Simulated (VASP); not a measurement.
# GaN (Fm-3m) in VASP: notebook, part 3 of 3

VASP 6.6.1. The steps go on from the part before.

**4. Single point, PBEsol**

This run uses another cell than the first one, of 9.54 Å³/atom, 1.043 times its volume.

Input file INCAR:

```
  PREC = Accurate
  ENCUT = 600
  EDIFF = 1E-6
  ISMEAR = 0
  SIGMA = 0.01
  LREAL = False
  LASPH = True
  NELM = 120
  ALGO = Normal
  ISIF = 2
  LWAVE = False
  LCHARG = False
  GGA = PS
  NBANDS = 16
  GGA_COMPAT = False
```

Input file KPOINTS:

```
Automatic mesh
0
Gamma
  8 8 8
```

Input file POSCAR:

```
GaN
1.0
    0.0000000000      2.1209090984      2.1209090984
    2.1209090984      0.0000000000      2.1209090984
    2.1209090984      2.1209090984      0.0000000000
Ga N
1 1
Direct
    0.0000000000      0.0000000000      0.0000000000
    0.5000000000      0.5000000000      0.5000000000
```

Potentials or basis: VASP PAW PBE potentials, release 64 (Ga_d, N).

Command:

```bash
$ cat potpaw_PBE.64/Ga_d/POTCAR potpaw_PBE.64/N/POTCAR > POTCAR
$ mpirun -np 1 vasp_std > vasp.out
```

OUTCAR:

```text
PREC = Accurate
   ENCUT = 600
   EDIFF = 1E-6
   ISMEAR = 0
   LREAL = False
   LASPH = True
   NELM = 120
   ISIF = 2
   GGA = PS

 ion  position               nearest neighbor table
   1  0.000  0.000  0.000-   2 2.12   2 2.12   2 2.12   2 2.12   2 2.12   2 2.12
   2  0.500  0.500  0.500-   1 2.12   1 2.12   1 2.12   1 2.12   1 2.12   1 2.12

  LATTYP: Found a face centered cubic cell.
 ALAT       =     4.2418181968

  Lattice vectors:

 A1 = (   0.0000000000,   2.1209090984,   2.1209090984)
 A2 = (   2.1209090984,   0.0000000000,   2.1209090984)
 A3 = (   2.1209090984,   2.1209090984,   0.0000000000)

Analysis of symmetry for initial positions (statically):
=====================================================================
 Subroutine PRICEL returns:
 Original cell was already a primitive cell.

 Routine SETGRP: Setting up the symmetry group for a
 face centered cubic supercell.

 Subroutine GETGRP returns: Found 48 space group operations
 (whereof 48 operations were pure point group operations)
 out of a pool of 48 trial point group operations.

The static configuration has the point symmetry O_h .

Analysis of symmetry for dynamics (positions and initial velocities):
=====================================================================
 Subroutine PRICEL returns:
 Original cell was already a primitive cell.

 Routine SETGRP: Setting up the symmetry group for a
 face centered cubic supercell.

 Subroutine GETGRP returns: Found 48 space group operations
 (whereof 48 operations were pure point group operations)
 out of a pool of 48 trial point group operations.

The dynamic configuration has the point symmetry O_h .

 Subroutine INISYM returns: Found 48 space group operations
 (whereof 48 operations are pure point group operations),
 and found     1 'primitive' translations

----------------------------------------------------------------------------------------

                                     Primitive cell

  volume of cell :      19.0808

  direct lattice vectors                    reciprocal lattice vectors
     0.000000000  2.120909098  2.120909098    -0.235747963  0.235747963  0.235747963
     2.120909098  0.000000000  2.120909098     0.235747963 -0.235747963  0.235747963
     2.120909098  2.120909098  0.000000000     0.235747963  0.235747963 -0.235747963

  length of vectors
     2.999418412  2.999418412  2.999418412     0.408327450  0.408327450  0.408327450

  position of ions in fractional coordinates (direct lattice)
     0.000000000  0.000000000  0.000000000
     0.500000000  0.500000000  0.500000000

  ion indices of the primitive-cell ions
   primitive index   ion index
                 1           1
                 2           2

----------------------------------------------------------------------------------------

 KPOINTS: Automatic mesh

Automatic generation of k-mesh.
 Grid dimensions read from file:
 generate k-points for:    8    8    8

 Generating k-lattice:

  Cartesian coordinates                     Fractional coordinates (reciprocal lattice)
    -0.029468495  0.029468495  0.029468495     0.125000000  0.000000000  0.000000000
     0.029468495 -0.029468495  0.029468495     0.000000000  0.125000000  0.000000000
     0.029468495  0.029468495 -0.029468495     0.000000000  0.000000000  0.125000000

  Length of vectors
     0.051040931  0.051040931  0.051040931

  Shift w.r.t. Gamma in fractional coordinates (k-lattice)
     0.000000000  0.000000000  0.000000000

 Subroutine IBZKPT returns following result:
 ===========================================

 Found     29 irreducible k-points:

 Following reciprocal coordinates:
            Coordinates               Weight
  0.000000  0.000000  0.000000      1.000000
  0.125000  0.000000  0.000000      8.000000
  0.250000  0.000000  0.000000      8.000000
  0.375000  0.000000  0.000000      8.000000
  0.500000  0.000000  0.000000      4.000000
  0.125000  0.125000  0.000000      6.000000
[... 16 lines left out ...]
  0.500000  0.250000  0.125000     48.000000
 -0.375000  0.250000  0.125000     24.000000
 [... further k-points ...]
   k-points           NKPTS =     29   k-points in BZ     NKDIM =     29   number of bands    NBANDS=     16
   number of dos      NEDOS =    301   number of ions     NIONS =      2
   total plane-waves  NPLWV =  13824
   dimension x,y,z NGX =    24 NGY =   24 NGZ =   24
   dimension x,y,z NGXF=    48 NGYF=   48 NGZF=   48
   ions per type =               1   1
   NGX,Y,Z   is equivalent  to a cutoff of  13.30, 13.30, 13.30 a.u.
   NGXF,Y,Z  is equivalent  to a cutoff of  26.60, 26.60, 26.60 a.u.
 SYSTEM =  unknown system
   PREC   = accura    normal or accurate (medium, high low for compatibility)
   ISTART =      0    job   : 0-new  1-cont  2-samecut
   ICHARG =      2    charge: 1-file 2-atom 10-const
   ISPIN  =      1    spin polarized calculation?
   LNONCOLLINEAR =      F non collinear calculations
   LSORBIT =      F    spin-orbit coupling
   LASPH  =      T    aspherical Exc in radial PAW
   ENCUT  =  600.0 eV  44.10 Ry    6.64 a.u.   5.99  5.99  5.99*2*pi/ulx,y,z
   NELM   =    120;   NELMIN=  2; NELMDL= -5     # of ELM steps
   EDIFF  = 0.1E-05   stopping-criterion for ELM
   LREAL  =      F    real-space projection
   EDIFFG = 0.1E-04   stopping-criterion for IOM
   NSW    =      0    number of steps for IOM
   IBRION =     -1    ionic relax: 0-MD 1-quasi-New 2-CG
   NFREE  =      0    steps in history (QN), initial steepest desc. (CG)
   ISIF   =      2    stress and relaxation
   ISYM   =      2    0-nonsym 1-usesym 2-fastsym
   POTIM  = 0.5000    time-step for ionic-motion
   TEBEG  =    0.0;   TEEND  =   0.0 temperature during run
   PSTRESS=    0.0 pullay stress
   NELECT =      18.0000    total number of electrons
   NUPDOWN=      -1.0000    fix difference up-down
   EMIN   =  10.00;   EMAX   =-10.00  energy-range for DOS
   EFERMI =   0.00;   METHOD = LEGACY
   ISMEAR =     0;   SIGMA  =   0.01  broadening in eV -4-tet -1-fermi 0-gaus
   EFERMI_NEDOS =   21; number of points for ismear=-14 and -15
   IALGO  =     38    algorithm
   IMIX   =      4    mixing-type and parameters
     AMIX     =   0.40;   BMIX     =  1.00
     AMIX_MAG =   1.60;   BMIX_MAG =  1.00
  volume/ion in A,a.u.               =       9.54        64.38
  Fermi-wavevector in a.u.,A,eV,Ry     =   1.605586  3.034118 35.074552  2.577907
  Thomas-Fermi vector in A             =   2.701909
   LORBIT       =      0    0 simple, 1 ext, 2 COOP (PROOUT), +10 PAW based schemes
   GGA     = PS    functional components
   LHFCALC =     F    Hartree Fock is set to
   AEXX    =    0.0000 exact exchange contribution
   IVDW    =     0    specifies the selected vdW correction
   LEPSILON=     F    determine dielectric tensor
   LRPA    =     F    only Hartree local field effects (RPA)
 non-spin polarized calculation
 Gauss-broadening in eV      SIGMA  =   0.01
  energy-cutoff  :      600.00
  volume of cell :       19.08
 maximum number of plane-waves:       652
   NGX = 11   NGY = 11   NGZ = 11

 number of electron      18.0000009 magnetization

 Free energy of the ion-electron system (eV)
  ---------------------------------------------------
  ext. energy  EPLUGINS =         0.00000000
  ---------------------------------------------------
  free energy    TOTEN  =       -12.25774563 eV

  energy without entropy =      -12.25774563  energy(sigma->0) =      -12.25774563

 E-fermi :   7.7013     XC(G=0): -13.2174

 val. band max:        7.6224348202   @ k =  -0.2500   0.1250   0.0000
 cond. band min:       8.0846145717   @ k =   0.5000   0.5000   0.0000
 fundamental gap:      0.4621797516
 Fermi energy:         7.7013150260

 k-point     1 :       0.0000    0.0000    0.0000
  band No.  band energies     occupation
      1      -9.5701      2.00000
      2      -6.2993      2.00000
      3      -6.2993      2.00000
      4      -6.2993      2.00000
      5      -6.2054      2.00000
      6      -6.2054      2.00000
[... 8 lines left out ...]
     15      23.1990      0.00000
     16      23.1990      0.00000

 k-point     2 :       0.1250    0.0000    0.0000
  band No.  band energies     occupation
      1      -9.2681      2.00000
      2      -6.3110      2.00000
      3      -6.2888      2.00000
      4      -6.2888      2.00000
      5      -6.2201      2.00000
      6      -6.2201      2.00000
[... 8 lines left out ...]
     15      23.5724      0.00000
     16      23.5724      0.00000
[... 387 lines left out ...]
      5      -6.1011      2.00000
      6      -5.2912      2.00000
[... 8 lines left out ...]
     15      28.5679      0.00000
     16      30.1063      0.00000

 k-point    24 :      -0.3750    0.2500    0.1250
  band No.  band energies     occupation
      1      -7.3700      2.00000
      2      -6.4119      2.00000
      3      -6.3283      2.00000
      4      -6.2497      2.00000
      5      -6.0705      2.00000
      6      -4.7506      2.00000
[... 8 lines left out ...]
     15      26.3616      0.00000
     16      30.9974      0.00000

 [... further k-points ...]
[... 5 lines left out ...]
  --------------------------------------------------------------------------------------
  -------------------------------------------------------------------------------------
  Total       -0.4004575     -0.4004575     -0.4004575     -0.0000000     -0.0000000     -0.0000000
  in kB      -33.6256592    -33.6256592    -33.6256592     -0.0000000     -0.0000000     -0.0000000
  external PRESSURE =     -33.6256592 kB  Pullay stress =       0.0000000 kB

 VOLUME and BASIS-vectors are now :
 -----------------------------------------------------------------------------
  energy-cutoff  :      600.00
  volume of cell :       19.08
      direct lattice vectors                 reciprocal lattice vectors
     0.000000000  2.120909098  2.120909098    -0.235747963  0.235747963  0.235747963
     2.120909098  0.000000000  2.120909098     0.235747963 -0.235747963  0.235747963
     2.120909098  2.120909098  0.000000000     0.235747963  0.235747963 -0.235747963

 POSITION                                       TOTAL-FORCE (eV/Angst)
 -----------------------------------------------------------------------------------
      0.00000      0.00000      0.00000         0.000000      0.000000     -0.000000
      2.12091      2.12091      2.12091        -0.000000     -0.000000      0.000000
 -----------------------------------------------------------------------------------
    total drift:                                0.000000     -0.000000     -0.000000

  FREE ENERGIE OF THE ION-ELECTRON SYSTEM (eV)
  ---------------------------------------------------
  free  energy   TOTEN  =       -12.2577456330 eV

  energy  without entropy=      -12.2577456330  energy(sigma->0) =      -12.25774563
```

stdout:

```text
POSCAR found type information on POSCAR GaN
 POSCAR found :  2 types and       2 ions
 scaLAPACK will be used
 -----------------------------------------------------------------------------
|                                                                             |
|                                                                             |
|     You enforced a specific xc type in the INCAR file but a different       |
|     I HOPE YOU KNOW WHAT YOU ARE DOING!                                     |
|                                                                             |
 -----------------------------------------------------------------------------

 LDA part: xc-table for (Slater+PW92), standard interpolation
 POSCAR, INCAR and KPOINTS ok, starting setup
 FFT: planning ... GRIDC
 FFT: planning ... GRID_SOFT
 FFT: planning ... GRID
 WAVECAR not read
 entering main loop
```

Run time: 8.6 s. Hardware: 1 thread of Intel Xeon Platinum 8488C (Sapphire Rapids), shared host; peak memory 0.14 GiB.

What came out:

```
Free energy            : -12.2577 eV
Pressure               : -3.4 GPa
Band gap on the k mesh : 0.46 eV, indirect (least direct gap 2.62 eV)
```

Caveat: the PAW data sets were made with another functional, which shifts forces and pressure a little.

**5. Single point, PBEsol**

This run uses another cell than the first one, of 9.74 Å³/atom, 1.064 times its volume.

Input file INCAR:

```
SYSTEM = GaN
PREC = Accurate
ENCUT = 600
EDIFF = 1E-6
ISMEAR = 0
SIGMA = 0.01
LREAL = .False.
LASPH = .True.
NELM = 120
ALGO = Normal
ISIF = 2
LWAVE = .False.
LCHARG = .False.
GGA = PS
NBANDS = 16
GGA_COMPAT = .False.
```

Input file KPOINTS:

```
Automatic mesh
0
Gamma
  8 8 8
  0 0 0
```

Input file POSCAR:

```
GaN
1.0
    0.0000000000      2.1352400000      2.1352400000
    2.1352400000      0.0000000000      2.1352400000
    2.1352400000      2.1352400000      0.0000000000
Ga N
1 1
Direct
    0.0000000000      0.0000000000      0.0000000000
    0.5000000000      0.5000000000      0.5000000000
```

Command:

```bash
$ cat potpaw_PBE.64/Ga_d/POTCAR potpaw_PBE.64/N/POTCAR > POTCAR
$ mpirun -np 1 vasp_std > vasp.out
```

Run time: 8.3 s. Hardware: 1 thread of Intel Xeon Platinum 8488C (Sapphire Rapids), shared host; peak memory 0.14 GiB.

The run converged. Its results:

* Free energy: -12.2453 eV
* Pressure: -7.5 GPa
* Band gap on the k mesh: 0.34 eV, indirect (least direct gap 2.37 eV)

Levels at points of the mesh, in eV from the valence-band top:
| k point | band 6 | band 7 | band 8 | band 9 | band 10 | band 11 | band 12 | band 13 |
| --- | --- | --- | --- | --- | --- | --- | --- | --- |
| (0.00, 0.00, 0.00) | -13.84 | -0.47 | -0.47 | -0.47 | 1.90 | 14.44 | 14.44 | 14.44 |
| (0.50, 0.00, 0.00) | -13.72 | -8.14 | -0.15 | -0.15 | 4.49 | 8.82 | 8.82 | 9.00 |
| (0.50, 0.50, 0.00) | -10.96 | -6.95 | -2.95 | -2.95 | 0.34 | 7.66 | 11.56 | 14.04 |

Caveat: the PAW data sets were made with another functional, which shifts forces and pressure a little.

**6. Overview**

| cell | gap on the mesh (eV) | pressure (GPa) |
| --- | --- | --- |
| a = 2.958 Å, angles 60.0°, 2 atoms | 0.72 | 6.6 |
| a = 2.979 Å, angles 60.0°, 2 atoms | 0.59 | 1.3 |
| a = 2.999 Å, angles 60.0°, 2 atoms | 0.46 | -3.4 |
| a = 3.020 Å, angles 60.0°, 2 atoms | 0.34 | -7.5 |

Alike in all rows: task single point; level PBEsol; potentials or basis VASP PAW PBE potentials, release 64 (Ga_d, N); no spin polarisation; k mesh 8 × 8 × 8; cutoff (eV) 600; smearing gaussian 0.01 eV.

Caveats: the PAW data sets were made with another functional, which shifts forces and pressure a little.

Total energies depend on the potentials used, so only differences within one code and one set of settings carry meaning.
